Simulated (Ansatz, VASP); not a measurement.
## W in VASP and in Ansatz

INCAR

```
SYSTEM = W
ALGO = Fast
EDIFF = 1E-6
ENCUT = 520
GGA = CA
ISIF = 2
ISMEAR = 0
LASPH = .TRUE.
LCHARG = .FALSE.
LREAL = .FALSE.
LWAVE = .FALSE.
NBANDS = 13
NELM = 60
PREC = Accurate
SIGMA = 0.15
```

File KPOINTS:

```
k-points
0
G
  20 20 20
  0 0 0
```

The input POSCAR:

```
W
1.0
   -1.6516565914      1.6151203733      1.6151203733
    1.6151203733     -1.6516565914      1.6151203733
    1.6151203733      1.6151203733     -1.6516565914
W
1
Direct
    0.0000000000      0.0000000000      0.0000000000
```

Input for Ansatz:

```yaml
crystal:
  lattice:
    - [-1.6516565914, 1.6151203733, 1.6151203733]
    - [1.6151203733, -1.6516565914, 1.6151203733]
    - [1.6151203733, 1.6151203733, -1.6516565914]
  atoms:
    - { symbol: W, position: [0.0, 0.0, 0.0] }
basis:
  ecutwfc: 420
kpoints:
  mp_grid: { grid: [20, 20, 20] }
hamiltonian:
  xc: lda
  pseudopotentials: { kind: paw, azcp: { folder: soft_1 } }
scf:
  occupations: { method: gaussian, width: 0.15 }
output:
  forces: true
  stress: true
  eigenvalues: true
```

Change from the starting cell: equal engineering shear yz, xz and xy -0.0233, equal normal strain along x, y and z +0.0300.

Alike in both runs: task single point; functional LDA; k mesh 20 × 20 × 20; occupations gaussian, width 0.15 eV; no spin polarisation.

```csv
,VASP,Ansatz
version,VASP 6.6.1,Ansatz 0.2.0
potentials or method,"VASP PAW LDA potentials, release 64 (W_sv), cutoff 520 eV","scalar-relativistic, plane waves, PAW"
valence electrons in the cell,14,14
```

Ansatz gave:

```
gap on the k mesh at the Fermi level (eV)                     : none
pressure (GPa)                                                : -24.5
traceless stress, the component that is largest in VASP (GPa) : 2.75
```

Problem. Estimate VASP's values.

Solution. gap on the k mesh at the Fermi level (eV): none; pressure (GPa): -23.3; traceless stress, the component that is largest in VASP (GPa): 2.80.

Ansatz warns that its potentials were made for another functional, while VASP's fit it. LDA's correlation is that of Perdew and Zunger in VASP and of Perdew and Wang (1992) in Ansatz. A gap of «none» marks a metal or a gap that the smearing closes.

Neither program's run includes spin-orbit coupling.
